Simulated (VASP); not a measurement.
Runs of VASP 6.6.1 on Mo2Br. The structure is that of space group Fd-3m (No. 227), or close to it. The cells are those of the table. 

```csv
task,spin,cell,k mesh,cutoff (eV),gap on the mesh (eV),pressure (GPa),moment (μB)
single point,"collinear, ferromagnetic start","a = 5.756 Å, angles 60.0°, 6 atoms",4 × 4 × 4,520,none,(b),1.78
single point,"collinear, ferromagnetic start","a = 5.392 Å, angles 60.0°, 6 atoms",4 × 4 × 4,520,none,-0.1,(a)
relaxation of cell and atoms,off,"relaxed from a = 5.392 Å, angles 60.0°, 6 atoms",8 × 8 × 8,600,none,0.0,-
single point,off,"a = 5.394 Å, angles 60.0°, 6 atoms",8 × 8 × 8,520,none,0.2,-
```

Alike in all rows: level PBE; potentials or basis VASP PAW PBE potentials, release 64 (Mo_sv, Br); smearing gaussian 0.1 eV.

Problem. Fill in the values left out.

Solution. (a) 0.00; (b) -15.3.

A k mesh can miss the band edges, and the runs leave out spin-orbit coupling on Br, Mo.

A gap of «none» marks levels without a gap at the run's occupations.
